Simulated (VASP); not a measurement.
# Pb (C2/c) in VASP: notebook

Pb is run at these levels: PBE; tasks: single point.

Program: VASP 6.6.1. These are calculated values, not measurements. Logs are shortened: lines on timing, memory, paths and dates and some standing lists are left out, and cuts for length are marked.

### Step 1. The cell of the first run

The structure is monoclinic, space group C2/c (No. 15). Conventional cell: a = 3.648 Å, b = 6.317 Å, c = 5.526 Å, α = 90.00°, β = 94.75°, γ = 90.00°. Pb (site symmetry 2) has 12 Pb at 3.31 to 3.65 Å within 4.4 Å.

### Step 2. Single point, PBE (strained and its atoms moved)

Input file INCAR:

```
ALGO = Fast
EDIFF = 1E-7
ENCUT = 520
GGA = PE
ISIF = 2
ISMEAR = 0
LASPH = T
LCHARG = F
LREAL = F
LWAVE = F
NBANDS = 21
NELM = 80
PREC = Accurate
SIGMA = 0.1
```

Input file KPOINTS:

```
k-points
0
Gamma
  12 12 8
```

Input file POSCAR:

```
Pb
1.0
    3.6465535237      0.0009744002     -0.0732888145
   -1.8224329065      3.1565563815      0.1465867005
   -0.1177254000      0.2039232000      5.5212430000
Pb
2
Direct
    0.3532419593      0.6766209797      0.2500000000
    0.6467580407      0.3233790203      0.7500000000
```

Potentials or basis: VASP PAW PBE potentials, release 64 (Pb_d).

The run is started by

```sh
> cat potpaw_PBE.64/Pb_d/POTCAR > POTCAR
> mpirun -np 1 vasp_std > vasp.out
```

OUTCAR:

```text
EDIFF = 1E-7
   ENCUT = 520
   GGA = PE
   ISIF = 2
   ISMEAR = 0
   LASPH = T
   LREAL = F
   NELM = 80
   PREC = Accurate

 ion  position               nearest neighbor table
   1  0.353  0.677  0.250-   2 3.31   2 3.31   2 3.55   2 3.55   2 3.56   2 3.56
   2  0.647  0.323  0.750-   1 3.31   1 3.31   1 3.55   1 3.55   1 3.56   1 3.56

  LATTYP: Found a base centered monoclinic cell.
 ALAT       =     3.6478209316
 B/A-ratio  =     1.7317175079
 C/A-ratio  =     1.5149487292
 COS(beta)  =    -0.0827222571

  Lattice vectors:

 A1 = (  -1.8241206172,  -3.1575307817,  -0.0732978860)
 A2 = (   3.6465535237,   0.0009744002,  -0.0732888145)
 A3 = (  -0.1177254000,   0.2039232000,   5.5212430000)

Analysis of symmetry for initial positions (statically):
=====================================================================
 Subroutine PRICEL returns:
 Original cell was already a primitive cell.

 Routine SETGRP: Setting up the symmetry group for a
 base centered monoclinic supercell.

 Subroutine GETGRP returns: Found  4 space group operations
 (whereof  2 operations were pure point group operations)
 out of a pool of  4 trial point group operations.

The static configuration has the point symmetry S_2 .
 The point group associated with its full space group is C_2h.

Analysis of symmetry for dynamics (positions and initial velocities):
=====================================================================
 Subroutine PRICEL returns:
 Original cell was already a primitive cell.

 Routine SETGRP: Setting up the symmetry group for a
 base centered monoclinic supercell.

 Subroutine GETGRP returns: Found  4 space group operations
 (whereof  2 operations were pure point group operations)
 out of a pool of  4 trial point group operations.

The dynamic configuration has the point symmetry S_2 .
 The point group associated with its full space group is C_2h.

 Subroutine INISYM returns: Found  4 space group operations
 (whereof  2 operations are pure point group operations),
 and found     1 'primitive' translations

----------------------------------------------------------------------------------------

                                     Primitive cell

  volume of cell :      63.4533

[... 82 lines left out ...]
   ISPIN  =      1    spin polarized calculation?
   LNONCOLLINEAR =      F non collinear calculations
   LSORBIT =      F    spin-orbit coupling
   LASPH  =      T    aspherical Exc in radial PAW
   ENCUT  =  520.0 eV  38.22 Ry    6.18 a.u.   6.78  6.78 10.28*2*pi/ulx,y,z
   NELM   =     80;   NELMIN=  2; NELMDL= -5     # of ELM steps
   EDIFF  = 0.1E-06   stopping-criterion for ELM
   LREAL  =      F    real-space projection
   EDIFFG = 0.1E-05   stopping-criterion for IOM
   NSW    =      0    number of steps for IOM
   IBRION =     -1    ionic relax: 0-MD 1-quasi-New 2-CG
   NFREE  =      0    steps in history (QN), initial steepest desc. (CG)
   ISIF   =      2    stress and relaxation
   ISYM   =      2    0-nonsym 1-usesym 2-fastsym
   POTIM  = 0.5000    time-step for ionic-motion
   TEBEG  =    0.0;   TEEND  =   0.0 temperature during run
   PSTRESS=    0.0 pullay stress
   NELECT =      28.0000    total number of electrons
   NUPDOWN=      -1.0000    fix difference up-down
   EMIN   =  10.00;   EMAX   =-10.00  energy-range for DOS
   EFERMI =   0.00;   METHOD = LEGACY
   ISMEAR =     0;   SIGMA  =   0.10  broadening in eV -4-tet -1-fermi 0-gaus
   EFERMI_NEDOS =   21; number of points for ismear=-14 and -15
   IALGO  =     68    algorithm
   IMIX   =      4    mixing-type and parameters
     AMIX     =   0.40;   BMIX     =  1.00
     AMIX_MAG =   1.60;   BMIX_MAG =  1.00
  volume/ion in A,a.u.               =      31.73       214.10
  Fermi-wavevector in a.u.,A,eV,Ry     =   1.246358  2.355274 21.135390  1.553407
  Thomas-Fermi vector in A             =   2.380539
   LORBIT       =      0    0 simple, 1 ext, 2 COOP (PROOUT), +10 PAW based schemes
   GGA     = PE    functional components
   LHFCALC =     F    Hartree Fock is set to
   AEXX    =    0.0000 exact exchange contribution
   IVDW    =     0    specifies the selected vdW correction
   LEPSILON=     F    determine dielectric tensor
   LRPA    =     F    only Hartree local field effects (RPA)
 non-spin polarized calculation
 RMM-DIIS sequential band-by-band and
 Gauss-broadening in eV      SIGMA  =   0.10
  energy-cutoff  :      520.00
  volume of cell :       63.45
 maximum number of plane-waves:      1726
   NGX = 13   NGY = 13   NGZ = 21

 number of electron      27.9999998 magnetization

 Free energy of the ion-electron system (eV)
  ---------------------------------------------------
  ext. energy  EPLUGINS =         0.00000000
  ---------------------------------------------------
  free energy    TOTEN  =        -7.04012180 eV

  energy without entropy =       -7.03292764  energy(sigma->0) =       -7.03652472

 E-fermi :   6.7622     XC(G=0):  -9.9651

 val. band max:        6.7598471426   @ k =   0.5000  -0.1667   0.1250
 cond. band min:       6.7637970151   @ k =   0.0000   0.2500   0.5000
 fundamental gap:      0.0039498725
 Fermi energy:         6.7621954892

 k-point     1 :       0.0000    0.0000    0.0000
  band No.  band energies     occupation
      1     -10.3006      2.00000
      2     -10.2922      2.00000
      3     -10.2427      2.00000
      4     -10.2322      2.00000
      5     -10.2283      2.00000
      6     -10.2177      2.00000
[... 565 lines left out ...]
     20      16.9975      0.00000
     21      17.4630      0.00000

 [... further k-points ...]

------------------------ aborting loop because EDIFF is reached ----------------------------------------

  FORCE on cell =-STRESS in cart. coord.  units (eV):
  Direction    XX          YY          ZZ          XY          YZ          ZX
  --------------------------------------------------------------------------------------
  -------------------------------------------------------------------------------------
  Total       -0.2296258     -0.1900396      1.1084485     -0.0342849     -0.3288258      0.1898484
  in kB       -5.7979799     -4.7984411     27.9879842     -0.8656826     -8.3027497      4.7936137
  external PRESSURE =       5.7971877 kB  Pullay stress =       0.0000000 kB

 VOLUME and BASIS-vectors are now :
 -----------------------------------------------------------------------------
  energy-cutoff  :      520.00
  volume of cell :       63.45
      direct lattice vectors                 reciprocal lattice vectors
     3.646553524  0.000974400 -0.073288814     0.274189234  0.158302748 -0.000000465
    -1.822432907  3.156556382  0.146586701    -0.000320317  0.317160302 -0.011720921
    -0.117725400  0.203923200  5.521243000     0.003648084 -0.006319168  0.181429815

 POSITION                                       TOTAL-FORCE (eV/Angst)
 -----------------------------------------------------------------------------------
      0.02559      2.18712      1.45361        -0.082733     -0.047766     -0.000000
      1.68081      1.17434      4.14094         0.082733      0.047766      0.000000
 -----------------------------------------------------------------------------------
    total drift:                                0.000000     -0.000000     -0.000000

  FREE ENERGIE OF THE ION-ELECTRON SYSTEM (eV)
  ---------------------------------------------------
  free  energy   TOTEN  =        -7.0401217985 eV

  energy  without entropy=       -7.0329276406  energy(sigma->0) =       -7.03652472
```

OSZICAR:

```text
N       E                     dE             d eps       ncg     rms          rms(c)
DAV:   1     0.294604833322E+03    0.29460E+03   -0.14250E+04 13448   0.160E+03
DAV:   2     0.142720462086E+02   -0.28033E+03   -0.27391E+03 13555   0.404E+02
DAV:   3    -0.637859009150E+01   -0.20651E+02   -0.20444E+02 16247   0.136E+02
[... 12 lines left out ...]
RMM:  16    -0.704012003900E+01   -0.94975E-06   -0.50417E-07 14642   0.104E-02    0.545E-03
RMM:  17    -0.704012065904E+01   -0.62004E-06   -0.16757E-07 10066   0.344E-03    0.351E-03
RMM:  18    -0.704012156158E+01   -0.90254E-06   -0.19698E-07 13759   0.425E-03    0.836E-04
RMM:  19    -0.704012175046E+01   -0.18887E-06   -0.42252E-08  7754   0.238E-03    0.398E-04
RMM:  20    -0.704012179854E+01   -0.48089E-07   -0.30447E-08  7695   0.259E-03
   1 F= -.70401218E+01 E0= -.70365247E+01  d E =-.719416E-02
```

stdout:

```text
POSCAR found type information on POSCAR Pb
 POSCAR found :  1 types and       2 ions
 scaLAPACK will be used
 LDA part: xc-table for (Slater+PW92), standard interpolation
 POSCAR, INCAR and KPOINTS ok, starting setup
 FFT: planning ... GRIDC
 FFT: planning ... GRID_SOFT
 FFT: planning ... GRID
 WAVECAR not read
 entering main loop
WARNING in EDDRMM: call to ZHEGV failed, returncode =   8  4     21
WARNING in EDDRMM: call to ZHEGV failed, returncode =   6  3     20
WARNING in EDDRMM: call to ZHEGV failed, returncode =   6  3     21
WARNING in EDDRMM: call to ZHEGV failed, returncode =   6  3     21
```

It took 4.1 min on 1 thread of Intel Xeon 6975P-C (Granite Rapids), shared host; peak memory 0.43 GiB.

Results:

```
Free energy            : -7.0401 eV
Pressure               : 0.6 GPa
Largest force          : 0.096 eV/Å
Band gap on the k mesh : zero (bands 14 and 15 overlap by 6.59 eV)
```

Forces on the atoms (eV/Å):
```
Pb  -0.083 -0.048  0.000
Pb   0.083  0.048  0.000
```

Caveat: the cell differs from its parent crystal (strained and its atoms moved); spin-orbit coupling is left out, which moves the levels of the heavy elements.

### Step 3. Single point, PBE (strained and its atoms moved)

Input file INCAR:

```
ALGO = Fast
EDIFF = 1E-6
ENCUT = 520
GGA = PE
ISIF = 2
ISMEAR = 0
LASPH = True
LCHARG = True
LELF = True
LREAL = False
LVHAR = True
LWAVE = False
NBANDS = 21
NELM = 100
PREC = Accurate
SIGMA = 0.1
```

KPOINTS is that of step 2.

Input file POSCAR:

```
Pb
1.0
    3.3843354716      0.0000000000      0.0955260190
   -1.6921677358      3.1069547408     -0.0477630095
    0.1534455000      0.0000000000      5.4186106000
Pb
2
Direct
    0.3383104898      0.6766209797      0.2500000000
    0.6616895102      0.3233790203      0.7500000000
```

Potentials or basis: VASP PAW PBE potentials, release 64 (Pb_d).

The run is started by

```sh
> cat potpaw_PBE.64/Pb_d/POTCAR > POTCAR
> mpirun -np 1 vasp_std > vasp.out
```

Run time: 6.1 min. Hardware: 1 thread of AMD EPYC 7R13, shared host; peak memory 0.38 GiB.

It converged, with:

```yaml
Free_energy: -6.9519 eV
Pressure: 6.1 GPa
Largest_force: 0.035 eV/Å
Band_gap_on_the_k_mesh: zero (bands 14 and 15 overlap by 7.27 eV)
```

Forces in eV/Å, atoms in the order of the input:
```
Pb   0.000  0.035  0.000
Pb   0.000 -0.035  0.000
```

Stress tensor (GPa, compression positive):
```
 5.68  0.00 -0.62
 0.00  4.37  0.00
-0.62  0.00  8.26
```

Levels at points of the mesh, in eV from the Fermi level:
```tsv
k point	band 11	band 12	band 13	band 14	band 15	band 16	band 17	band 18
(0.00, 0.00, 0.00)	-12.18	-7.69	-4.35	4.76	5.91	7.00	7.73	8.73
(0.50, 0.00, 0.00)	-8.43	-7.08	-2.80	-1.31	-0.25	1.45	2.08	5.50
(0.00, 0.50, 0.00)	-8.85	-7.56	-2.72	-1.32	-0.74	1.53	2.52	6.48
(0.00, 0.00, 0.50)	-10.79	-10.79	1.53	1.53	5.81	5.81	6.83	6.83
(0.50, 0.00, 0.50)	-7.71	-7.22	-3.94	-3.75	2.92	3.05	3.70	4.33
(0.00, 0.50, 0.50)	-7.89	-7.89	-4.09	-4.09	4.01	4.01	4.28	4.28
```

Caveat: the cell differs from its parent crystal (strained and its atoms moved); the cell stands under pressure; spin-orbit coupling is left out, which moves the levels of the heavy elements.
